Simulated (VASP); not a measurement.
A run of VASP 6.6.1:

File INCAR:

```
SYSTEM = PtS2
PREC = Accurate ; ENCUT = 520
EDIFF = 1E-6 ; ISMEAR = 0
SIGMA = 0.01 ; LREAL = .FALSE.
LASPH = .TRUE. ; NELM = 60
ALGO = Normal ; ISIF = 2
LWAVE = .FALSE. ; LCHARG = .FALSE.
GGA = PS ; NBANDS = 18
```

Contents of KPOINTS:

```
Automatic mesh
0
Gamma
  6 6 4
  0 0 0.5
```

POSCAR

```
PtS2
1.0
    3.5526240934      0.0000000000      0.0000000000
   -1.7763120467      3.0766627150      0.0000000000
    0.0000000000      0.0000000000      5.1228306371
Pt S
1 2
Direct
    0.0000000000      0.0000000000      0.0000000000
    0.3333333333      0.6666666667      0.2392542165
    0.6666666667      0.3333333333      0.7607457835
```

Potentials or basis: VASP PAW PBE potentials, release 64 (Pt, S).

Command:

```sh
$ cat potpaw_PBE.64/Pt/POTCAR potpaw_PBE.64/S/POTCAR > POTCAR
$ mpirun -np 1 vasp_std > vasp.out
```

Hardware: 1 thread of Intel Xeon 8259CL, with other jobs on the host.

Question: Estimate the wall time of this run.

Answer: Wall time 26 s on 1 thread of Intel Xeon 8259CL (shared host), peak memory 0.18 GiB. Counts: scf iterations 12, k points 20.
